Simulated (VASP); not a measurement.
# SrHfBr6 (R-3m) in VASP: further runs, part 2 of 2

VASP 6.6.1. The steps go on from the part before.

### 3 Single point, r2SCAN+rVV10

This run uses another cell than the first one, of 41.70 Å³/atom.

File POSCAR:

```
SrHfBr6
1.0
    6.1651231976      3.5594355390      2.5334673133
   -6.1651231976      3.5594355390      2.5334673133
    0.0000000000     -7.1188710741      2.5334673188
Sr Hf Br
1 1 6
Direct
    0.5000000000      0.5000000000      0.5000000000
    0.0000000000      0.0000000000      0.0000000000
    1.0050431308      0.3013425537      0.3013425537
    0.3013425537      1.0050431308      0.3013425537
    0.3013425537      0.3013425537      1.0050431308
   -0.0050431308      0.6986574463      0.6986574463
    0.6986574463     -0.0050431308      0.6986574463
    0.6986574463      0.6986574463     -0.0050431308
```

File INCAR.step1:

```
SYSTEM = SrHfBr6
  ALGO = Normal
  EDIFF = 1E-4
  ENCUT = 520
  GGA = PE
  ISMEAR = -1
  LASPH = .True.
  LCHARG = .False.
  LREAL = .False.
  LWAVE = .True.
  NBANDS = 41
  NELM = 60
  PREC = Accurate
  SIGMA = 0.03
```

File INCAR.step2:

```
SYSTEM = SrHfBr6
  ALGO = Normal
  BPARAM = 11.95
  CPARAM = 0.0093
  EDIFF = 1E-6
  ENCUT = 520
  ISIF = 2
  ISMEAR = -1
  ISTART = 1
  IVDW_NL = 2
  LASPH = .True.
  LCHARG = .True.
  LELF = .True.
  LMIXTAU = .True.
  LREAL = .False.
  LUSE_VDW = .True.
  LVHAR = .True.
  LWAVE = .False.
  METAGGA = R2SCAN
  NBANDS = 41
  NELM = 60
  PREC = Accurate
  SIGMA = 0.03
```

File KPOINTS:

```
k-points
0
Gamma
  4 4 4
  0 0 0
```

Potentials or basis: VASP PAW PBE potentials, release 64 (Sr_sv, Hf_pv, Br).

The run is started by

```sh
> cat potpaw_PBE.64/Sr_sv/POTCAR potpaw_PBE.64/Hf_pv/POTCAR potpaw_PBE.64/Br/POTCAR > POTCAR
> cp INCAR.step1 INCAR
> mpirun -np 1 vasp_std > vasp.out
> cp INCAR.step2 INCAR
> mpirun -np 1 vasp_std > vasp.out
```

OUTCAR:

```text
SYSTEM = SrHfBr6
   BPARAM = 11.95
   EDIFF = 1E-6
   ENCUT = 520
   ISIF = 2
   ISMEAR = -1
   ISTART = 1
   IVDW_NL = 2
   LASPH = .True.
   LREAL = .False.
   METAGGA = R2SCAN
   NELM = 60
   PREC = Accurate

 ion  position               nearest neighbor table
   1  0.500  0.500  0.500-   5 3.09   8 3.09   3 3.09   6 3.09   7 3.09   4 3.09   2 3.80   2 3.80

   2  0.000  0.000  0.000-   5 2.61   8 2.61   3 2.61   6 2.61   7 2.61   4 2.61   1 3.80   1 3.80

   3  0.005  0.301  0.301-   2 2.61   1 3.09
   4  0.301  0.005  0.301-   2 2.61   1 3.09
   5  0.301  0.301  0.005-   2 2.61   1 3.09
   6  0.995  0.699  0.699-   2 2.61   1 3.09
   7  0.699  0.995  0.699-   2 2.61   1 3.09
   8  0.699  0.699  0.995-   2 2.61   1 3.09

  LATTYP: Found a trigonal (rhomboedric) cell.
 ALAT       =     7.5562412631
 COS(alpha) =    -0.3313795522

  Lattice vectors:

 A1 = (   6.1651231976,   3.5594355390,   2.5334673133)
 A2 = (  -6.1651231976,   3.5594355390,   2.5334673133)
 A3 = (   0.0000000000,  -7.1188710741,   2.5334673188)

Analysis of symmetry for initial positions (statically):
=====================================================================
 Subroutine PRICEL returns:
 Original cell was already a primitive cell.

 Routine SETGRP: Setting up the symmetry group for a
 trigonal (rhombohedral) supercell.

 Subroutine GETGRP returns: Found 12 space group operations
 (whereof 12 operations were pure point group operations)
 out of a pool of 12 trial point group operations.

The static configuration has the point symmetry D_3d.

Analysis of symmetry for dynamics (positions and initial velocities):
=====================================================================
 Subroutine PRICEL returns:
 Original cell was already a primitive cell.

 Routine SETGRP: Setting up the symmetry group for a
 trigonal (rhombohedral) supercell.

 Subroutine GETGRP returns: Found 12 space group operations
 (whereof 12 operations were pure point group operations)
 out of a pool of 12 trial point group operations.

The dynamic configuration has the point symmetry D_3d.

 Subroutine INISYM returns: Found 12 space group operations
 (whereof 12 operations are pure point group operations),
 and found     1 'primitive' translations

----------------------------------------------------------------------------------------

                                     Primitive cell

  volume of cell :     333.5719

  direct lattice vectors                    reciprocal lattice vectors
     6.165123198  3.559435539  2.533467313     0.081101380  0.046823904  0.131571989
    -6.165123198  3.559435539  2.533467313    -0.081101380  0.046823904  0.131571989
     0.000000000 -7.118871074  2.533467319     0.000000000 -0.093647807  0.131571989

  length of vectors
     7.556241263  7.556241263  7.556241263     0.161496440  0.161496440  0.161496440

  position of ions in fractional coordinates (direct lattice)
     0.500000000  0.500000000  0.500000000
     0.000000000  0.000000000  0.000000000
     0.005043131  0.301342554  0.301342554
     0.301342554  0.005043131  0.301342554
     0.301342554  0.301342554  0.005043131
     0.994956869  0.698657446  0.698657446
[... 48 lines left out ...]
  0.500000  0.500000  0.000000      3.000000
  0.250000  0.250000  0.250000      2.000000
  0.500000  0.250000  0.250000      6.000000
 -0.250000  0.250000  0.250000      6.000000
  0.500000  0.500000  0.250000      6.000000
 -0.250000  0.500000  0.250000      6.000000
  0.500000  0.500000  0.500000      1.000000
   k-points           NKPTS =     13   k-points in BZ     NKDIM =     13   number of bands    NBANDS=     41
   number of dos      NEDOS =    301   number of ions     NIONS =      8
   total plane-waves  NPLWV = 175616
   dimension x,y,z NGX =    56 NGY =   56 NGZ =   56
   dimension x,y,z NGXF=   112 NGYF=  112 NGZF=  112
   ions per type =               1   1   6
   NGX,Y,Z   is equivalent  to a cutoff of  12.32, 12.32, 12.32 a.u.
   NGXF,Y,Z  is equivalent  to a cutoff of  24.64, 24.64, 24.64 a.u.
 SYSTEM =  SrHfBr6
   PREC   = accura    normal or accurate (medium, high low for compatibility)
   ISTART =      1    job   : 0-new  1-cont  2-samecut
   ICHARG =      0    charge: 1-file 2-atom 10-const
   ISPIN  =      1    spin polarized calculation?
   LNONCOLLINEAR =      F non collinear calculations
   LSORBIT =      F    spin-orbit coupling
   LASPH  =      T    aspherical Exc in radial PAW
   ENCUT  =  520.0 eV  38.22 Ry    6.18 a.u.  14.05 14.05 14.05*2*pi/ulx,y,z
   NELM   =     60;   NELMIN=  2; NELMDL=  0     # of ELM steps
   EDIFF  = 0.1E-05   stopping-criterion for ELM
   LREAL  =      F    real-space projection
   EDIFFG = 0.1E-04   stopping-criterion for IOM
   NSW    =      0    number of steps for IOM
   IBRION =     -1    ionic relax: 0-MD 1-quasi-New 2-CG
   NFREE  =      0    steps in history (QN), initial steepest desc. (CG)
   ISIF   =      2    stress and relaxation
   ISYM   =      2    0-nonsym 1-usesym 2-fastsym
   POTIM  = 0.5000    time-step for ionic-motion
   TEBEG  =    0.0;   TEEND  =   0.0 temperature during run
   PSTRESS=    0.0 pullay stress
   NELECT =      62.0000    total number of electrons
   NUPDOWN=      -1.0000    fix difference up-down
   EMIN   =  10.00;   EMAX   =-10.00  energy-range for DOS
   EFERMI =   0.00;   METHOD = LEGACY
   ISMEAR =    -1;   SIGMA  =   0.03  broadening in eV -4-tet -1-fermi 0-gaus
   EFERMI_NEDOS =   21; number of points for ismear=-14 and -15
   IALGO  =     38    algorithm
   IMIX   =      4    mixing-type and parameters
     AMIX     =   0.40;   BMIX     =  1.00
     AMIX_MAG =   1.60;   BMIX_MAG =  1.00
  volume/ion in A,a.u.               =      41.70       281.38
  Fermi-wavevector in a.u.,A,eV,Ry     =   0.934277  1.765527 11.876161  0.872873
  Thomas-Fermi vector in A             =   2.061065
   LORBIT       =      0    0 simple, 1 ext, 2 COOP (PROOUT), +10 PAW based schemes
   METAGGA = R2SCAN    functional components
   LHFCALC =     F    Hartree Fock is set to
   AEXX    =    0.0000 exact exchange contribution
   IVDW_NL    =     2    kernel type
   BPARAM     =11.9500
   IVDW    =     0    specifies the selected vdW correction
   LEPSILON=     F    determine dielectric tensor
   LRPA    =     F    only Hartree local field effects (RPA)
 non-spin polarized calculation
  energy-cutoff  :      520.00
  volume of cell :      333.57
 maximum number of plane-waves:      9016
   NGX = 29   NGY = 29   NGZ = 29

 number of electron      62.0000003 magnetization

 Free energy of the ion-electron system (eV)
  ---------------------------------------------------
  ext. energy  EPLUGINS =         0.00000000
  ---------------------------------------------------
  free energy    TOTEN  =      -152.64735720 eV

  energy without entropy =     -152.64735720  energy(sigma->0) =     -152.64735720

 E-fermi :  -1.2795     XC(G=0):  -7.3418

 val. band max:       -2.0074995392   @ k =   0.0000   0.0000   0.0000
 cond. band min:       1.2754210715   @ k =   0.5000   0.2500   0.2500
 fundamental gap:      3.2829206107
 Fermi energy:        -1.2794608557

 k-point     1 :       0.0000    0.0000    0.0000
  band No.  band energies     occupation
      1     -37.0118      2.00000
      2     -33.5692      2.00000
      3     -33.5466      2.00000
      4     -33.5466      2.00000
      5     -18.4789      2.00000
      6     -18.4499      2.00000
[... 561 lines left out ...]
     40       5.5319      0.00000
     41       5.6178      0.00000

------------------------ aborting loop because EDIFF is reached ----------------------------------------

  FORCE on cell =-STRESS in cart. coord.  units (eV):
  Direction    XX          YY          ZZ          XY          YZ          ZX
  --------------------------------------------------------------------------------------
  -------------------------------------------------------------------------------------
  Total       -0.2412527     -0.2412527     -0.1816074      0.0000000      0.0000000      0.0000000
  in kB       -1.1587595     -1.1587595     -0.8722777      0.0000000      0.0000000      0.0000000
  external PRESSURE =      -1.0632656 kB  Pullay stress =       0.0000000 kB

 VOLUME and BASIS-vectors are now :
 -----------------------------------------------------------------------------
  energy-cutoff  :      520.00
  volume of cell :      333.57
      direct lattice vectors                 reciprocal lattice vectors
     6.165123198  3.559435539  2.533467313     0.081101380  0.046823904  0.131571989
    -6.165123198  3.559435539  2.533467313    -0.081101380  0.046823904  0.131571989
     0.000000000 -7.118871074  2.533467319     0.000000000 -0.093647807  0.131571989

 POSITION                                       TOTAL-FORCE (eV/Angst)
 -----------------------------------------------------------------------------------
      0.00000      0.00000      3.80020         0.000000      0.000000     -0.000000
      0.00000      0.00000      0.00000         0.000000      0.000000     -0.000000
     -1.82672     -1.05466      1.53966         0.029670      0.017130     -0.042409
      1.82672     -1.05466      1.53966        -0.029670      0.017130     -0.042409
      0.00000      2.10932      1.53966         0.000000     -0.034260     -0.042409
      1.82672      1.05466      6.06074        -0.029670     -0.017130      0.042409
     -1.82672      1.05466      6.06074         0.029670     -0.017130      0.042409
      0.00000     -2.10932      6.06074         0.000000      0.034260      0.042409
 -----------------------------------------------------------------------------------
    total drift:                               -0.000000      0.000000      0.000000

  FREE ENERGIE OF THE ION-ELECTRON SYSTEM (eV)
  ---------------------------------------------------
  free  energy   TOTEN  =      -152.6473571973 eV

  energy  without entropy=     -152.6473571973  energy(sigma->0) =     -152.64735720
```

Run time: 24 min. Hardware: 1 thread of Intel Xeon 8259CL, shared host; peak memory 1.2 GiB.

What came out:

```
Free energy            : -152.6474 eV
Pressure               : -0.1 GPa
Largest force          : 0.055 eV/Å
Band gap on the k mesh : 3.28 eV (least direct gap 3.46 eV)
```

Forces on the atoms (eV/Å):
```
Sr   0.000  0.000  0.000
Hf   0.000  0.000  0.000
Br   0.030  0.017 -0.042
Br  -0.030  0.017 -0.042
Br   0.000 -0.034 -0.042
Br  -0.030 -0.017  0.042
Br   0.030 -0.017  0.042
Br   0.000  0.034  0.042
```

Caveat: the PAW data sets were made with another functional, which shifts forces and pressure a little; spin-orbit coupling is left out, which moves the levels of the heavy elements. A k mesh can miss the band edges.
